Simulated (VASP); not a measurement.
A run of VASP 6.6.1 is set up as follows.

Contents of POSCAR:

```
C
1.0
    2.5058965030      0.0000000000      0.0000000000
   -1.2529482515      2.1701700308      0.0000000000
    0.0000000000      0.0000000000      8.2671657678
C
8
Direct
    0.6666666667      0.3333333333      0.8444838551
    0.3333333333      0.6666666667      0.3444838551
    0.6666666667      0.3333333333      0.6555161449
    0.3333333333      0.6666666667      0.1555161449
    0.0000000000      0.0000000000      0.9070626587
    0.0000000000      0.0000000000      0.4070626587
    0.0000000000      0.0000000000      0.5929373413
    0.0000000000      0.0000000000      0.0929373413
```

Contents of INCAR.step1:

```
  ALGO = Normal
  EDIFF = 1E-4
  ENCUT = 520
  GGA = PE
  ISMEAR = -1
  LASPH = T
  LCHARG = F
  LREAL = F
  LWAVE = T
  NBANDS = 26
  NELM = 100
  PREC = Accurate
  SIGMA = 0.05
```

Contents of INCAR.step2:

```
  ALGO = Normal
  EDIFF = 1E-6
  ENCUT = 520
  ISIF = 2
  ISMEAR = -1
  ISTART = 1
  IVDW = 13
  LASPH = T
  LCHARG = F
  LMIXTAU = T
  LREAL = F
  LWAVE = F
  METAGGA = R2SCAN
  NBANDS = 26
  NELM = 100
  PREC = Accurate
  SIGMA = 0.05
  VDW_A1 = 0.51559235
  VDW_A2 = 5.77342911
  VDW_S6 = 1.0
  VDW_S8 = 0.6018749
```

The input KPOINTS:

```
k-points
0
Gamma
  12 12 4
```

Potentials or basis: VASP PAW PBE potentials, release 64 (C).

Run with:

```bash
$ cat potpaw_PBE.64/C/POTCAR > POTCAR
$ cp INCAR.step1 INCAR
$ mpirun -np 1 vasp_std > vasp.out
$ cp INCAR.step2 INCAR
$ mpirun -np 1 vasp_std > vasp.out
```

(1) Predict the dispersion energy per atom.

(2) What does it give for the band gap on the k mesh?

(3) What does it give for the pressure?

## Answers

(1) -0.089 eV.

(2) 4.79 eV (least direct gap 5.55 eV).

(3) 1.1 GPa.

Caveat: the PAW data sets were made with another functional, which shifts forces and pressure a little.
